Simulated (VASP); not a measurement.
Set up this calculation in VASP 6.6.1, as the native input.

| Quantity | Value |
| --- | --- |
| Task | single point |
| Functional | LDA |
| Potentials or basis | VASP PAW LDA potentials, release 64 (Pb_d, Te) |
| Cutoff | 500 eV |
| k mesh | 2 × 2 × 2 |
| Occupations | gaussian, width 0.01 eV |
| Spin | no spin polarisation |
| Dipole correction | no |
| Further INCAR settings | ALGO = Normal; EDIFF = 1e-06; NBANDS = 17 |

The structure of TePb lies in POSCAR:

```
TePb
1.0
    0.0000000000      3.2678368520      3.2678368520
    3.2678368520      0.0000000000      3.2678368520
    3.2678368520      3.2678368520      0.0000000000
Pb Te
1 1
Direct
    0.0000000000      0.0000000000      0.0000000000
    0.5000000000      0.5000000000      0.5000000000
```

One way to write it, as run:

INCAR

```
SYSTEM = TePb
ALGO = Normal ; EDIFF = 1E-6
ENCUT = 500 ; GGA = CA
GGA_COMPAT = .False. ; ISIF = 2
ISMEAR = 0 ; LASPH = .True.
LCHARG = .False. ; LREAL = .False.
LWAVE = .False. ; NBANDS = 17
NELM = 120 ; PREC = Accurate
SIGMA = 0.01
```

KPOINTS

```
k-points
0
Gamma
  2 2 2
  0 0 0
```

Potentials or basis: VASP PAW LDA potentials, release 64 (Pb_d, Te).

Command:

```sh
$ cat potpaw_LDA.64/Pb_d/POTCAR potpaw_LDA.64/Te/POTCAR > POTCAR
$ mpirun -np 1 vasp_std > vasp.out
```

It gave:

```
Pressure               : 3.7 GPa
Band gap on the k mesh : 0.50 eV, direct
```

Caveat: the k points lie up to 0.83 Å⁻¹ apart; spin-orbit coupling is left out, which moves the levels of the heavy elements.

Wall time 8.8 s on 1 thread of Intel Xeon 8259CL (shared host), peak memory 0.17 GiB.
